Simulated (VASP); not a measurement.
# Al3Cu (P4/mmm) in VASP: a series of runs

Al3Cu is run at these levels: LDA; tasks: single point.

Program: VASP 6.6.1. These are calculated values, not measurements. Logs are shortened: lines on timing, memory, paths and dates and some standing lists are left out, and cuts for length are marked.

**1. The cell of the first run**

Symmetry: P4/mmm, No. 123, tetragonal system. The conventional cell has a = 3.862 Å, b = 3.862 Å, c = 3.635 Å, α = 90.00°, β = 90.00°, γ = 90.00°. Within 3.5 Å of Al (site symmetry mmm) lie 8 Al at 2.65 to 2.73 Å and 4 Cu at 2.65 Å. Within 3.5 Å of Al (site symmetry 4/mmm) lie 8 Al at 2.65 Å and 4 Cu at 2.73 Å. Within 3.5 Å of Cu (site symmetry 4/mmm) lie 12 Al at 2.65 to 2.73 Å.

**2. Single point, LDA (volume 13.557 Å^3 an atom, c/a of the conventional cell 0.9411)**

INCAR

```
SYSTEM = Al3Cu
PREC     = Accurate       ! precision mode
ENCUT    = 520            ! plane-wave cutoff, eV
EDIFF    = 1E-7           ! SCF threshold, eV
ISMEAR   = 0              ! smearing method
SIGMA    = 0.15           ! smearing width, eV
LREAL    = .False.        ! projectors in reciprocal space
LASPH    = .True.         ! aspherical terms in the spheres
NELM     = 60             ! most SCF steps
ALGO     = Fast           ! electronic algorithm
ISIF     = 2              ! what is computed and relaxed
LWAVE    = .False.        ! write WAVECAR
LCHARG   = .False.        ! write CHGCAR
GGA      = CA             ! functional
NBANDS   = 18             ! bands
```

KPOINTS

```
Automatic mesh
0
Gamma
  12 12 12
  0 0 0
```

POSCAR

```
Al3Cu
1.0
    3.8624476360      0.0000000000      0.0000000000
    0.0000000000      3.8624476360      0.0000000000
    0.0000000000      0.0000000000      3.6349494702
Al Cu
3 1
Direct
    0.0000000000      0.5000000000      0.5000000000
    0.5000000000      0.0000000000      0.5000000000
    0.5000000000      0.5000000000      0.0000000000
    0.0000000000      0.0000000000      0.0000000000
```

Potentials or basis: VASP PAW LDA potentials, release 64 (Al, Cu).

On the command line:

```sh
$ cat potpaw_LDA.64/Al/POTCAR potpaw_LDA.64/Cu/POTCAR > POTCAR
$ mpirun -np 1 vasp_std > vasp.out
```

OUTCAR:

```text
SYSTEM = Al3Cu
   PREC = Accurate
   ENCUT = 520
   EDIFF = 1E-7
   ISMEAR = 0
   LREAL = .False.
   LASPH = .True.
   NELM = 60
   ISIF = 2
   GGA = CA

 ion  position               nearest neighbor table
   1  0.000  0.500  0.500-   3 2.65   4 2.65   3 2.65   4 2.65   4 2.65   4 2.65   3 2.65   3 2.65
                             2 2.73   2 2.73   2 2.73   2 2.73
   2  0.500  0.000  0.500-   3 2.65   4 2.65   3 2.65   4 2.65   3 2.65   3 2.65   4 2.65   4 2.65
                             1 2.73   1 2.73   1 2.73   1 2.73
   3  0.500  0.500  0.000-   1 2.65   2 2.65   1 2.65   2 2.65   2 2.65   2 2.65   1 2.65   1 2.65
                             4 2.73   4 2.73   4 2.73   4 2.73
   4  0.000  0.000  0.000-   1 2.65   2 2.65   1 2.65   2 2.65   1 2.65   1 2.65   2 2.65   2 2.65
                             3 2.73   3 2.73   3 2.73   3 2.73

  LATTYP: Found a simple tetragonal cell.
 ALAT       =     3.8624476360
 C/A-ratio  =     0.9411000000

  Lattice vectors:

 A1 = (   3.8624476360,   0.0000000000,   0.0000000000)
 A2 = (   0.0000000000,   3.8624476360,   0.0000000000)
 A3 = (   0.0000000000,   0.0000000000,   3.6349494702)

Analysis of symmetry for initial positions (statically):
=====================================================================
 Subroutine PRICEL returns:
 Original cell was already a primitive cell.

 Routine SETGRP: Setting up the symmetry group for a
 simple tetragonal supercell.

 Subroutine GETGRP returns: Found 16 space group operations
 (whereof 16 operations were pure point group operations)
 out of a pool of 16 trial point group operations.

The static configuration has the point symmetry D_4h.

Analysis of symmetry for dynamics (positions and initial velocities):
=====================================================================
 Subroutine PRICEL returns:
 Original cell was already a primitive cell.

 Routine SETGRP: Setting up the symmetry group for a
 simple tetragonal supercell.

 Subroutine GETGRP returns: Found 16 space group operations
 (whereof 16 operations were pure point group operations)
 out of a pool of 16 trial point group operations.

The dynamic configuration has the point symmetry D_4h.

 Subroutine INISYM returns: Found 16 space group operations
 (whereof 16 operations are pure point group operations),
 and found     1 'primitive' translations

----------------------------------------------------------------------------------------

                                     Primitive cell

  volume of cell :      54.2280

  direct lattice vectors                    reciprocal lattice vectors
     3.862447636  0.000000000  0.000000000     0.258903186  0.000000000  0.000000000
     0.000000000  3.862447636  0.000000000     0.000000000  0.258903186  0.000000000
     0.000000000  0.000000000  3.634949470     0.000000000  0.000000000  0.275106988

  length of vectors
     3.862447636  3.862447636  3.634949470     0.258903186  0.258903186  0.275106988

  position of ions in fractional coordinates (direct lattice)
     0.000000000  0.500000000  0.500000000
     0.500000000  0.000000000  0.500000000
     0.500000000  0.500000000  0.000000000
     0.000000000  0.000000000  0.000000000

  ion indices of the primitive-cell ions
   primitive index   ion index
                 1           1
                 2           2
                 3           3
                 4           4

----------------------------------------------------------------------------------------

 KPOINTS: Automatic mesh

Automatic generation of k-mesh.
 Grid dimensions read from file:
 generate k-points for:   12   12   12

 Generating k-lattice:

  Cartesian coordinates                     Fractional coordinates (reciprocal lattice)
     0.021575266  0.000000000  0.000000000     0.083333333  0.000000000  0.000000000
     0.000000000  0.021575266  0.000000000     0.000000000  0.083333333  0.000000000
     0.000000000  0.000000000  0.022925582     0.000000000  0.000000000  0.083333333

  Length of vectors
     0.021575266  0.021575266  0.022925582

  Shift w.r.t. Gamma in fractional coordinates (k-lattice)
     0.000000000  0.000000000  0.000000000

 Subroutine IBZKPT returns following result:
 ===========================================

 Found    196 irreducible k-points:

 Following reciprocal coordinates:
            Coordinates               Weight
  0.000000  0.000000  0.000000      1.000000
  0.083333  0.000000  0.000000      4.000000
  0.166667  0.000000  0.000000      4.000000
  0.250000  0.000000  0.000000      4.000000
  0.333333  0.000000  0.000000      4.000000
  0.416667  0.000000  0.000000      4.000000
[... 16 lines left out ...]
  0.333333  0.333333  0.000000      4.000000
  0.416667  0.333333  0.000000      8.000000
 [... further k-points ...]
   k-points           NKPTS =    196   k-points in BZ     NKDIM =    196   number of bands    NBANDS=     18
   number of dos      NEDOS =    301   number of ions     NIONS =      4
   total plane-waves  NPLWV =  25200
   dimension x,y,z NGX =    30 NGY =   30 NGZ =   28
   dimension x,y,z NGXF=    60 NGYF=   60 NGZF=   56
   ions per type =               3   1
   NGX,Y,Z   is equivalent  to a cutoff of  12.91, 12.91, 12.81 a.u.
   NGXF,Y,Z  is equivalent  to a cutoff of  25.82, 25.82, 25.61 a.u.
 SYSTEM =  Al3Cu
   PREC   = accura    normal or accurate (medium, high low for compatibility)
   ISTART =      0    job   : 0-new  1-cont  2-samecut
   ICHARG =      2    charge: 1-file 2-atom 10-const
   ISPIN  =      1    spin polarized calculation?
   LNONCOLLINEAR =      F non collinear calculations
   LSORBIT =      F    spin-orbit coupling
   LASPH  =      T    aspherical Exc in radial PAW
   ENCUT  =  520.0 eV  38.22 Ry    6.18 a.u.   7.18  7.18  6.76*2*pi/ulx,y,z
   NELM   =     60;   NELMIN=  2; NELMDL= -5     # of ELM steps
   EDIFF  = 0.1E-06   stopping-criterion for ELM
   LREAL  =      F    real-space projection
   EDIFFG = 0.1E-05   stopping-criterion for IOM
   NSW    =      0    number of steps for IOM
   IBRION =     -1    ionic relax: 0-MD 1-quasi-New 2-CG
   NFREE  =      0    steps in history (QN), initial steepest desc. (CG)
   ISIF   =      2    stress and relaxation
   ISYM   =      2    0-nonsym 1-usesym 2-fastsym
   POTIM  = 0.5000    time-step for ionic-motion
   TEBEG  =    0.0;   TEEND  =   0.0 temperature during run
   PSTRESS=    0.0 pullay stress
   NELECT =      20.0000    total number of electrons
   NUPDOWN=      -1.0000    fix difference up-down
   EMIN   =  10.00;   EMAX   =-10.00  energy-range for DOS
   EFERMI =   0.00;   METHOD = LEGACY
   ISMEAR =     0;   SIGMA  =   0.15  broadening in eV -4-tet -1-fermi 0-gaus
   EFERMI_NEDOS =   21; number of points for ismear=-14 and -15
   IALGO  =     68    algorithm
   IMIX   =      4    mixing-type and parameters
     AMIX     =   0.40;   BMIX     =  1.00
     AMIX_MAG =   1.60;   BMIX_MAG =  1.00
  volume/ion in A,a.u.               =      13.56        91.49
  Fermi-wavevector in a.u.,A,eV,Ry     =   1.174024  2.218584 18.753349  1.378332
  Thomas-Fermi vector in A             =   2.310428
   LORBIT       =      0    0 simple, 1 ext, 2 COOP (PROOUT), +10 PAW based schemes
   GGA     = CA    functional components
   LHFCALC =     F    Hartree Fock is set to
   AEXX    =    0.0000 exact exchange contribution
   IVDW    =     0    specifies the selected vdW correction
   LEPSILON=     F    determine dielectric tensor
   LRPA    =     F    only Hartree local field effects (RPA)
 non-spin polarized calculation
 RMM-DIIS sequential band-by-band and
 Gauss-broadening in eV      SIGMA  =   0.15
  energy-cutoff  :      520.00
  volume of cell :       54.23
 maximum number of plane-waves:      1480
 NGX is ok and might be reduce to    30
   NGX = 15   NGY = 15   NGZ = 13

 number of electron      19.9999978 magnetization

 Free energy of the ion-electron system (eV)
  ---------------------------------------------------
  ext. energy  EPLUGINS =         0.00000000
  ---------------------------------------------------
  free energy    TOTEN  =       -17.29171755 eV

  energy without entropy =      -17.27535323  energy(sigma->0) =      -17.28353539

 E-fermi :   9.2575     XC(G=0): -11.3985

 val. band max:        9.2529790053   @ k =   0.0833   0.0833   0.0000
 cond. band min:       9.2614710811   @ k =   0.3333   0.3333   0.5000
 fundamental gap:      0.0084920758
 Fermi energy:         9.2575195053

 k-point     1 :       0.0000    0.0000    0.0000
  band No.  band energies     occupation
      1      -2.6181      2.00000
      2       4.3871      2.00000
      3       4.5416      2.00000
      4       5.2527      2.00000
      5       5.2598      2.00000
      6       5.2598      2.00000
[... 10 lines left out ...]
     17      16.7229      0.00000
     18      16.7232      0.00000

 k-point     2 :       0.0833    0.0000    0.0000
  band No.  band energies     occupation
      1      -2.5490      2.00000
      2       4.2613      2.00000
      3       4.5291      2.00000
      4       5.1976      2.00000
      5       5.2311      2.00000
      6       5.2620      2.00000
[... 10 lines left out ...]
     17      16.9609      0.00000
     18      17.0487      0.00000

 k-point     3 :       0.1667    0.0000    0.0000
  band No.  band energies     occupation
      1      -2.3421      2.00000
      2       3.6600      2.00000
      3       4.5524      2.00000
      4       5.0807      2.00000
      5       5.1596      2.00000
      6       5.2679      2.00000
[... 10 lines left out ...]
     17      16.8749      0.00000
     18      17.1887      0.00000

 k-point     4 :       0.2500    0.0000    0.0000
  band No.  band energies     occupation
      1      -1.9993      2.00000
      2       2.6928      2.00000
      3       4.6024      2.00000
      4       4.9629      2.00000
      5       5.0747      2.00000
      6       5.2760      2.00000
[... 375 lines left out ...]
      4       4.4735      2.00000
      5       4.9957      2.00000
      6       5.1685      2.00000
[... 10 lines left out ...]
     17      16.1751      0.00000
     18      16.7627      0.00000

 k-point    23 :       0.3333    0.3333    0.0000
  band No.  band energies     occupation
      1      -0.4628      2.00000
      2       2.5410      2.00000
      3       2.6981      2.00000
      4       4.5739      2.00000
      5       5.0589      2.00000
      6       5.1101      2.00000
[... 10 lines left out ...]
     17      16.0507      0.00000
     18      16.3179      0.00000

 k-point    24 :       0.4167    0.3333    0.0000
  band No.  band energies     occupation
      1       0.1045      2.00000
      2       1.7483      2.00000
      3       3.0862      2.00000
      4       4.2744      2.00000
      5       5.0388      2.00000
      6       5.1077      2.00000
[... 10 lines left out ...]
     17      16.2794      0.00000
     18      17.2948      0.00000

 [... further k-points ...]

------------------------ aborting loop because EDIFF is reached ----------------------------------------

  FORCE on cell =-STRESS in cart. coord.  units (eV):
  Direction    XX          YY          ZZ          XY          YZ          ZX
  --------------------------------------------------------------------------------------
  -------------------------------------------------------------------------------------
  Total        1.5429707      1.5429707      4.0197369      0.0000000      0.0000000      0.0000000
  in kB       45.5873841     45.5873841    118.7639468      0.0000000      0.0000000      0.0000000
  external PRESSURE =      69.9795717 kB  Pullay stress =       0.0000000 kB

 VOLUME and BASIS-vectors are now :
 -----------------------------------------------------------------------------
  energy-cutoff  :      520.00
  volume of cell :       54.23
      direct lattice vectors                 reciprocal lattice vectors
     3.862447636  0.000000000  0.000000000     0.258903186  0.000000000  0.000000000
     0.000000000  3.862447636  0.000000000     0.000000000  0.258903186  0.000000000
     0.000000000  0.000000000  3.634949470     0.000000000  0.000000000  0.275106988

 POSITION                                       TOTAL-FORCE (eV/Angst)
 -----------------------------------------------------------------------------------
      0.00000      1.93122      1.81747         0.000000      0.000000      0.000000
      1.93122      0.00000      1.81747         0.000000      0.000000      0.000000
      1.93122      1.93122      0.00000         0.000000      0.000000      0.000000
      0.00000      0.00000      0.00000         0.000000      0.000000      0.000000
 -----------------------------------------------------------------------------------
    total drift:                                0.000000     -0.000000     -0.000000

  FREE ENERGIE OF THE ION-ELECTRON SYSTEM (eV)
  ---------------------------------------------------
  free  energy   TOTEN  =       -17.2917175494 eV

  energy  without entropy=      -17.2753532253  energy(sigma->0) =      -17.28353539
```

Wall time 97 s (1 thread of Intel Xeon 6975P-C (Granite Rapids), shared host); peak memory 0.27 GiB.

Results:

| Quantity | Value |
| --- | --- |
| Free energy | -17.2917 eV |
| Pressure | 7.0 GPa |
| Band gap on the k mesh | zero (band 10 reaches 11.26 eV, above the bottom of band 11 at 7.22 eV) |

Stress tensor (GPa, compression positive):
```
 4.56  0.00  0.00
 0.00  4.56  0.00
 0.00  0.00 11.88
```

Levels at points of the mesh, in eV from the Fermi level:
| k point | band 7 | band 8 | band 9 | band 10 | band 11 | band 12 | band 13 | band 14 |
| --- | --- | --- | --- | --- | --- | --- | --- | --- |
| (0.00, 0.00, 0.00) | -2.93 | -2.93 | -1.86 | -0.87 | 0.28 | 1.28 | 6.46 | 6.46 |
| (0.50, 0.00, 0.00) | -3.81 | -0.23 | -0.03 | 0.46 | 0.81 | 0.85 | 2.34 | 2.79 |
| (0.50, 0.50, 0.00) | -3.81 | -3.72 | -3.36 | 1.85 | 3.58 | 3.58 | 3.92 | 4.66 |
| (0.00, 0.00, 0.50) | -3.66 | -0.01 | -0.01 | 0.32 | 0.32 | 0.43 | 2.13 | 2.19 |
| (0.50, 0.00, 0.50) | -3.78 | -3.59 | -3.39 | 1.13 | 2.82 | 3.08 | 3.15 | 3.63 |
| (0.50, 0.50, 0.50) | -4.21 | -3.80 | -3.73 | -2.66 | -2.03 | -1.90 | -1.90 | 11.87 |

**3. Single point, LDA (volume 13.557 Å^3 an atom, c/a of the conventional cell 1.0625)**

INCAR

```
PREC = Accurate
ENCUT = 520
EDIFF = 1E-6
ISMEAR = 0
SIGMA = 0.15
LREAL = False
LASPH = True
NELM = 60
ALGO = Fast
ISIF = 2
LWAVE = False
LCHARG = False
NBANDS = 18
```

KPOINTS

```
regular mesh
0
Gamma
  12 12 12
```

POSCAR

```
Al3Cu
1.0
    3.7093534386      0.0000000000      0.0000000000
    0.0000000000      3.7093534386      0.0000000000
    0.0000000000      0.0000000000      3.9411880286
Al Cu
3 1
Direct
    0.0000000000      0.5000000000      0.5000000000
    0.5000000000      0.0000000000      0.5000000000
    0.5000000000      0.5000000000      0.0000000000
    0.0000000000      0.0000000000      0.0000000000
```

Potentials or basis: VASP PAW LDA potentials, release 64 (Al, Cu).

On the command line:

```sh
$ cat potpaw_LDA.64/Al/POTCAR potpaw_LDA.64/Cu/POTCAR > POTCAR
$ mpirun -np 1 vasp_std > vasp.out
```

Wall time 78 s (1 thread of Intel Xeon 6975P-C (Granite Rapids), shared host); peak memory 0.28 GiB.

The run converged. Its results:

```
Free energy            : -17.2865 eV
Pressure               : 7.1 GPa
Band gap on the k mesh : zero (band 10 reaches 11.11 eV, above the bottom of band 11 at 7.27 eV)
```

Stress tensor (GPa, compression positive):
```
9.90 0.00 0.00
0.00 9.90 0.00
0.00 0.00 1.62
```

Levels at points of the mesh, in eV from the Fermi level:
```
           k point  band 6  band 7  band 8  band 9  band 10  band 11  band 12  band 13  band 14  band 15
(0.00, 0.00, 0.00)   -3.97   -3.22   -2.21   -2.21    -0.90     0.54     1.16     6.72     6.72     6.77
(0.50, 0.00, 0.00)   -3.92   -3.68   -0.35   -0.01     0.33     0.61     0.79     2.05     2.57     3.95
(0.50, 0.50, 0.00)   -4.27   -3.69   -3.57   -3.37     0.96     2.85     2.85     2.87     3.39     3.39
(0.00, 0.00, 0.50)   -3.95   -3.81    0.41    0.41     0.45     0.45     0.79     2.74     2.84     4.08
(0.50, 0.00, 0.50)   -4.15   -3.78   -3.62   -3.34     1.62     3.23     3.56     3.65     4.31     4.42
(0.50, 0.50, 0.50)   -4.23   -4.23   -3.77   -3.69    -2.63    -1.96    -1.96    -1.82    12.17    12.17
```

[end of part 1 of 2]
